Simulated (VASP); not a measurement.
Input of a VASP 6.6.1 run:

Contents of INCAR:

```
PREC = Accurate
ENCUT = 520
EDIFF = 1E-6
ISMEAR = 0
SIGMA = 0.1
LREAL = F
LASPH = T
NELM = 60
ALGO = Normal
ISIF = 2
LWAVE = F
LCHARG = F
GGA = PE
NBANDS = 18
```

Contents of KPOINTS:

```
regular mesh
0
Gamma
  16 16 16
```

The input POSCAR:

```
SiC4
1.0
   -3.4507080677      3.4507080677      1.2453996056
    3.4507080677     -3.4507080677      1.2453996056
    3.4507080677      3.4507080677     -1.2453996056
Si C
1 4
Direct
    0.0000000000      0.0000000000      0.0000000000
    0.7219394307      0.7219394307      0.4438788613
    0.7219394307      0.2780605693      0.0000000000
    0.2780605693      0.7219394307      0.0000000000
    0.2780605693      0.2780605693      0.5561211387
```

Potentials or basis: VASP PAW PBE potentials, release 64 (Si, C).

The run is started by

```console
$ cat potpaw_PBE.64/Si/POTCAR potpaw_PBE.64/C/POTCAR > POTCAR
$ mpirun -np 1 vasp_std > vasp.out
```

What does it give for the pressure?

0.1 GPa.

Estimate the largest force.

0.007 eV/Å.

Predict the band gap on the k mesh.

zero (bands 10 and 11 overlap by 4.92 eV).

Stress tensor (GPa, compression positive):
```
-0.01  0.00  0.00
 0.00 -0.01  0.00
 0.00  0.00  0.45
```
